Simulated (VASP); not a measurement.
# Ti (Fd-3m) in VASP: a series of runs

The runs below take Ti through single point, with PBE.

All numbers are computed with VASP 6.6.1; they aren't measurements. Logs are shortened: lines on timing, memory, paths and dates and some standing lists are left out, and cuts for length are marked.

**1. The cell of the first run**

Symmetry: Fd-3m, No. 227, cubic system. Conventional cell: a = 5.726 Å, b = 5.726 Å, c = 5.726 Å, α = 90.00°, β = 90.00°, γ = 90.00°. Ti (site symmetry -43m) has 4 Ti at 2.48 Å within 3.3 Å.

This isn't the form of Ti at room conditions, which is hcp.

**2. Single point, PBE**

INCAR

```
SYSTEM = Ti
  PREC = Accurate
  ENCUT = 520
  EDIFF = 1E-6
  ISMEAR = -1
  SIGMA = 0.05
  LREAL = .FALSE.
  LASPH = .TRUE.
  NELM = 100
  ALGO = Normal
  ISIF = 2
  LWAVE = .FALSE.
  LCHARG = .FALSE.
  GGA = PE
  NBANDS = 19
```

KPOINTS

```
regular mesh
0
G
  12 12 12
  0 0 0
```

POSCAR

```
Ti
1.0
    0.0000000000      2.8630716942      2.8630716942
    2.8630716942      0.0000000000      2.8630716942
    2.8630716942      2.8630716942      0.0000000000
Ti
2
Direct
   -0.1250000000     -0.1250000000     -0.1250000000
    0.1250000000      0.1250000000      0.1250000000
```

Potentials or basis: VASP PAW PBE potentials, release 64 (Ti_sv).

The run is started by

```sh
$ cat potpaw_PBE.64/Ti_sv/POTCAR > POTCAR
$ mpirun -np 1 vasp_std > vasp.out
```

OUTCAR:

```text
SYSTEM = Ti
   PREC = Accurate
   ENCUT = 520
   EDIFF = 1E-6
   ISMEAR = -1
   LREAL = .FALSE.
   LASPH = .TRUE.
   NELM = 100
   ISIF = 2
   GGA = PE

 ion  position               nearest neighbor table
   1  0.875  0.875  0.875-   2 2.48   2 2.48   2 2.48   2 2.48
   2  0.125  0.125  0.125-   1 2.48   1 2.48   1 2.48   1 2.48

  LATTYP: Found a face centered cubic cell.
 ALAT       =     5.7261433884

  Lattice vectors:

 A1 = (   0.0000000000,   2.8630716942,   2.8630716942)
 A2 = (   2.8630716942,   0.0000000000,   2.8630716942)
 A3 = (   2.8630716942,   2.8630716942,   0.0000000000)

Analysis of symmetry for initial positions (statically):
=====================================================================
 Subroutine PRICEL returns:
 Original cell was already a primitive cell.

 Routine SETGRP: Setting up the symmetry group for a
 face centered cubic supercell.

 Subroutine GETGRP returns: Found 48 space group operations
 (whereof 12 operations were pure point group operations)
 out of a pool of 48 trial point group operations.

The static configuration has the point symmetry D_3d.
 The point group associated with its full space group is O_h .

Analysis of symmetry for dynamics (positions and initial velocities):
=====================================================================
 Subroutine PRICEL returns:
 Original cell was already a primitive cell.

 Routine SETGRP: Setting up the symmetry group for a
 face centered cubic supercell.

 Subroutine GETGRP returns: Found 48 space group operations
 (whereof 12 operations were pure point group operations)
 out of a pool of 48 trial point group operations.

The dynamic configuration has the point symmetry D_3d.
 The point group associated with its full space group is O_h .

 Subroutine INISYM returns: Found 48 space group operations
 (whereof 12 operations are pure point group operations),
 and found     1 'primitive' translations

----------------------------------------------------------------------------------------

                                     Primitive cell

  volume of cell :      46.9382

  direct lattice vectors                    reciprocal lattice vectors
     0.000000000  2.863071694  2.863071694    -0.174637611  0.174637611  0.174637611
     2.863071694  0.000000000  2.863071694     0.174637611 -0.174637611  0.174637611
     2.863071694  2.863071694  0.000000000     0.174637611  0.174637611 -0.174637611

  length of vectors
     4.048994820  4.048994820  4.048994820     0.302481215  0.302481215  0.302481215

  position of ions in fractional coordinates (direct lattice)
     0.875000000  0.875000000  0.875000000
     0.125000000  0.125000000  0.125000000

  ion indices of the primitive-cell ions
   primitive index   ion index
                 1           1
                 2           2

----------------------------------------------------------------------------------------

 KPOINTS: regular mesh

Automatic generation of k-mesh.
 Grid dimensions read from file:
 generate k-points for:   12   12   12

 Generating k-lattice:

  Cartesian coordinates                     Fractional coordinates (reciprocal lattice)
    -0.014553134  0.014553134  0.014553134     0.083333333  0.000000000  0.000000000
     0.014553134 -0.014553134  0.014553134     0.000000000  0.083333333  0.000000000
     0.014553134  0.014553134 -0.014553134     0.000000000  0.000000000  0.083333333

  Length of vectors
     0.025206768  0.025206768  0.025206768

  Shift w.r.t. Gamma in fractional coordinates (k-lattice)
     0.000000000  0.000000000  0.000000000

 Subroutine IBZKPT returns following result:
 ===========================================

 Found     72 irreducible k-points:

 Following reciprocal coordinates:
            Coordinates               Weight
  0.000000  0.000000  0.000000      1.000000
  0.083333  0.000000  0.000000      8.000000
  0.166667  0.000000  0.000000      8.000000
  0.250000  0.000000  0.000000      8.000000
  0.333333  0.000000  0.000000      8.000000
  0.416667  0.000000  0.000000      8.000000
[... 16 lines left out ...]
  0.500000  0.166667  0.000000     24.000000
 -0.416667  0.166667  0.000000     24.000000
 [... further k-points ...]
   k-points           NKPTS =     72   k-points in BZ     NKDIM =     72   number of bands    NBANDS=     19
   number of dos      NEDOS =    301   number of ions     NIONS =      2
   total plane-waves  NPLWV =  27000
   dimension x,y,z NGX =    30 NGY =   30 NGZ =   30
   dimension x,y,z NGXF=    60 NGYF=   60 NGZF=   60
   ions per type =               2
   NGX,Y,Z   is equivalent  to a cutoff of  12.32, 12.32, 12.32 a.u.
   NGXF,Y,Z  is equivalent  to a cutoff of  24.64, 24.64, 24.64 a.u.
 SYSTEM =  Ti
   PREC   = accura    normal or accurate (medium, high low for compatibility)
   ISTART =      0    job   : 0-new  1-cont  2-samecut
   ICHARG =      2    charge: 1-file 2-atom 10-const
   ISPIN  =      1    spin polarized calculation?
   LNONCOLLINEAR =      F non collinear calculations
   LSORBIT =      F    spin-orbit coupling
   LASPH  =      T    aspherical Exc in radial PAW
   ENCUT  =  520.0 eV  38.22 Ry    6.18 a.u.   7.53  7.53  7.53*2*pi/ulx,y,z
   NELM   =    100;   NELMIN=  2; NELMDL= -5     # of ELM steps
   EDIFF  = 0.1E-05   stopping-criterion for ELM
   LREAL  =      F    real-space projection
   EDIFFG = 0.1E-04   stopping-criterion for IOM
   NSW    =      0    number of steps for IOM
   IBRION =     -1    ionic relax: 0-MD 1-quasi-New 2-CG
   NFREE  =      0    steps in history (QN), initial steepest desc. (CG)
   ISIF   =      2    stress and relaxation
   ISYM   =      2    0-nonsym 1-usesym 2-fastsym
   POTIM  = 0.5000    time-step for ionic-motion
   TEBEG  =    0.0;   TEEND  =   0.0 temperature during run
   PSTRESS=    0.0 pullay stress
   NELECT =      24.0000    total number of electrons
   NUPDOWN=      -1.0000    fix difference up-down
   EMIN   =  10.00;   EMAX   =-10.00  energy-range for DOS
   EFERMI =   0.00;   METHOD = LEGACY
   ISMEAR =    -1;   SIGMA  =   0.05  broadening in eV -4-tet -1-fermi 0-gaus
   EFERMI_NEDOS =   21; number of points for ismear=-14 and -15
   IALGO  =     38    algorithm
   IMIX   =      4    mixing-type and parameters
     AMIX     =   0.40;   BMIX     =  1.00
     AMIX_MAG =   1.60;   BMIX_MAG =  1.00
  volume/ion in A,a.u.               =      23.47       158.38
  Fermi-wavevector in a.u.,A,eV,Ry     =   1.309091  2.473822 23.316550  1.713718
  Thomas-Fermi vector in A             =   2.439713
   LORBIT       =      0    0 simple, 1 ext, 2 COOP (PROOUT), +10 PAW based schemes
   GGA     = PE    functional components
   LHFCALC =     F    Hartree Fock is set to
   AEXX    =    0.0000 exact exchange contribution
   IVDW    =     0    specifies the selected vdW correction
   LEPSILON=     F    determine dielectric tensor
   LRPA    =     F    only Hartree local field effects (RPA)
 non-spin polarized calculation
  energy-cutoff  :      520.00
  volume of cell :       46.94
 maximum number of plane-waves:      1284
   NGX = 15   NGY = 15   NGZ = 15

 number of electron      24.0000002 magnetization

 Free energy of the ion-electron system (eV)
  ---------------------------------------------------
  ext. energy  EPLUGINS =         0.00000000
  ---------------------------------------------------
  free energy    TOTEN  =       -10.99421624 eV

  energy without entropy =      -10.93238613  energy(sigma->0) =      -10.96330118

 E-fermi :   5.1500     XC(G=0):  -9.8461

 val. band max:        5.1493565135   @ k =   0.2500   0.2500   0.0000
 cond. band min:       5.1520180798   @ k =   0.5000   0.5000   0.0000
 fundamental gap:      0.0026615662
 Fermi energy:         5.1500403068

 k-point     1 :       0.0000    0.0000    0.0000
  band No.  band energies     occupation
      1     -51.5865      2.00000
      2     -51.1291      2.00000
      3     -28.0276      2.00000
      4     -28.0276      2.00000
      5     -28.0276      2.00000
      6     -27.3447      2.00000
[... 11 lines left out ...]
     18       8.9204      0.00000
     19       8.9204      0.00000

 k-point     2 :       0.0833    0.0000    0.0000
  band No.  band energies     occupation
      1     -51.5808      2.00000
      2     -51.1351      2.00000
      3     -28.0338      2.00000
      4     -28.0338      2.00000
      5     -28.0278      2.00000
      6     -27.3456      2.00000
[... 11 lines left out ...]
     18       8.9140      0.00000
     19       8.9140      0.00000

 k-point     3 :       0.1667    0.0000    0.0000
  band No.  band energies     occupation
      1     -51.5643      2.00000
      2     -51.1521      2.00000
      3     -28.0502      2.00000
      4     -28.0502      2.00000
      5     -28.0285      2.00000
      6     -27.3477      2.00000
[... 11 lines left out ...]
     18       8.8892      0.00000
     19       8.8892      0.00000

 k-point     4 :       0.2500    0.0000    0.0000
  band No.  band energies     occupation
      1     -51.5394      2.00000
      2     -51.1779      2.00000
      3     -28.0714      2.00000
      4     -28.0714      2.00000
      5     -28.0299      2.00000
      6     -27.3500      2.00000
[... 11 lines left out ...]
     18       8.8318      0.00000
     19       8.8318      0.00000

 k-point     5 :       0.3333    0.0000    0.0000
  band No.  band energies     occupation
      1     -51.5102      2.00000
      2     -51.2079      2.00000
      3     -28.0915      2.00000
      4     -28.0915      2.00000
      5     -28.0320      2.00000
      6     -27.3516      2.00000
[... 11 lines left out ...]
     18       8.7277      0.00000
     19       8.7277      0.00000

 k-point     6 :       0.4167    0.0000    0.0000
  band No.  band energies     occupation
      1     -51.4845      2.00000
      2     -51.2341      2.00000
      3     -28.1055      2.00000
      4     -28.1055      2.00000
      5     -28.0339      2.00000
      6     -27.3523      2.00000
[... 11 lines left out ...]
     18       8.5873      0.00000
     19       8.5873      0.00000

 k-point     7 :       0.5000    0.0000    0.0000
  band No.  band energies     occupation
      1     -51.4737      2.00000
      2     -51.2452      2.00000
      3     -28.1105      2.00000
      4     -28.1105      2.00000
      5     -28.0347      2.00000
      6     -27.3524      2.00000
[... 11 lines left out ...]
     18       8.5043      0.00000
     19       8.5043      0.00000

 k-point     8 :       0.0833    0.0833    0.0000
  band No.  band energies     occupation
      1     -51.5789      2.00000
      2     -51.1371      2.00000
      3     -28.0413      2.00000
      4     -28.0413      2.00000
      5     -28.0164      2.00000
      6     -27.3573      2.00000
[... 256 lines left out ...]
 k-point    20 :       0.2500    0.1667    0.0000
  band No.  band energies     occupation
      1     -51.5370      2.00000
      2     -51.1804      2.00000
      3     -28.0992      2.00000
      4     -28.0978      2.00000
      5     -27.9639      2.00000
      6     -27.4157      2.00000
[... 11 lines left out ...]
     18       8.4574      0.00000
     19       9.0604      0.00000

 k-point    21 :       0.3333    0.1667    0.0000
  band No.  band energies     occupation
      1     -51.5102      2.00000
      2     -51.2078      2.00000
      3     -28.1257      2.00000
      4     -28.1172      2.00000
      5     -27.9474      2.00000
      6     -27.4333      2.00000
[... 11 lines left out ...]
     18       8.3129      0.00000
     19       9.0266      0.00000

 k-point    22 :       0.4167    0.1667    0.0000
  band No.  band energies     occupation
      1     -51.4810      2.00000
      2     -51.2377      2.00000
      3     -28.1511      2.00000
      4     -28.1299      2.00000
      5     -27.9350      2.00000
      6     -27.4459      2.00000
[... 11 lines left out ...]
     18       8.2651      0.00000
     19       8.9170      0.00000

 k-point    23 :       0.5000    0.1667    0.0000
  band No.  band energies     occupation
      1     -51.4585      2.00000
      2     -51.2606      2.00000
      3     -28.1695      2.00000
      4     -28.1331      2.00000
      5     -27.9295      2.00000
      6     -27.4511      2.00000
[... 11 lines left out ...]
     18       8.4723      0.00000
     19       8.6943      0.00000

 k-point    24 :      -0.4167    0.1667    0.0000
  band No.  band energies     occupation
      1     -51.4552      2.00000
      2     -51.2639      2.00000
      3     -28.1764      2.00000
      4     -28.1262      2.00000
      5     -27.9335      2.00000
      6     -27.4465      2.00000
[... 11 lines left out ...]
     18       8.3722      0.00000
     19       8.7536      0.00000

 [... further k-points ...]

------------------------ aborting loop because EDIFF is reached ----------------------------------------

  FORCE on cell =-STRESS in cart. coord.  units (eV):
  Direction    XX          YY          ZZ          XY          YZ          ZX
  --------------------------------------------------------------------------------------
  -------------------------------------------------------------------------------------
  Total       -0.2597018     -0.2597018     -0.2597018      0.0000000      0.0000000     -0.0000000
  in kB       -8.8645935     -8.8645935     -8.8645935      0.0000000      0.0000000     -0.0000000
  external PRESSURE =      -8.8645935 kB  Pullay stress =       0.0000000 kB

 VOLUME and BASIS-vectors are now :
 -----------------------------------------------------------------------------
  energy-cutoff  :      520.00
  volume of cell :       46.94
      direct lattice vectors                 reciprocal lattice vectors
     0.000000000  2.863071694  2.863071694    -0.174637611  0.174637611  0.174637611
     2.863071694  0.000000000  2.863071694     0.174637611 -0.174637611  0.174637611
     2.863071694  2.863071694  0.000000000     0.174637611  0.174637611 -0.174637611

 POSITION                                       TOTAL-FORCE (eV/Angst)
 -----------------------------------------------------------------------------------
      5.01038      5.01038      5.01038        -0.000000     -0.000000     -0.000000
      0.71577      0.71577      0.71577         0.000000      0.000000      0.000000
 -----------------------------------------------------------------------------------
    total drift:                               -0.000000      0.000000      0.000000

  FREE ENERGIE OF THE ION-ELECTRON SYSTEM (eV)
  ---------------------------------------------------
  free  energy   TOTEN  =       -10.9942162361 eV

  energy  without entropy=      -10.9323861307  energy(sigma->0) =      -10.96330118
```

It took 96 s on 1 thread of Intel Xeon 8259CL, shared host; peak memory 0.2 GiB.

What came out:

| Item | Value |
| --- | --- |
| Free energy | -10.9942 eV |
| Pressure | -0.9 GPa |
| Band gap on the k mesh | zero (bands 12 and 13 overlap by 0.19 eV) |

**3. Single point, PBE**

INCAR

```
  ALGO = Normal
  EDIFF = 1E-7
  ENCUT = 520
  GGA = PE
  ISIF = 2
  ISMEAR = -1
  LASPH = T
  LCHARG = F
  LREAL = F
  LWAVE = F
  NBANDS = 19
  NELM = 80
  PREC = Accurate
  SIGMA = 0.05
```

KPOINTS

```
k-points
0
Gamma
  12 12 12
```

POSCAR is that of step 2.

Potentials or basis: VASP PAW PBE potentials, release 64 (Ti_sv).

The run is started by

```sh
$ cat potpaw_PBE.64/Ti_sv/POTCAR > POTCAR
$ mpirun -np 1 vasp_std > vasp.out
```

Wall time 2.2 min (1 thread of Intel Xeon 8259CL, shared host); peak memory 0.2 GiB.

Results (log left out):

| Property | Result |
| --- | --- |
| Free energy | -10.9942 eV |
| Pressure | -0.9 GPa |
| Band gap on the k mesh | zero (bands 12 and 13 overlap by 0.19 eV) |

Levels at points of the mesh, in eV from the Fermi level:
| k point | band 10 | band 11 | band 12 | band 13 | band 14 | band 15 |
| --- | --- | --- | --- | --- | --- | --- |
| (0.00, 0.00, 0.00) | -0.57 | -0.57 | -0.14 | -0.14 | -0.14 | 1.65 |
| (0.50, 0.00, 0.00) | -1.30 | -0.55 | -0.55 | -0.10 | -0.10 | 0.38 |
| (0.50, 0.50, 0.00) | -1.68 | 0.00 | 0.00 | 0.10 | 0.10 | 1.51 |
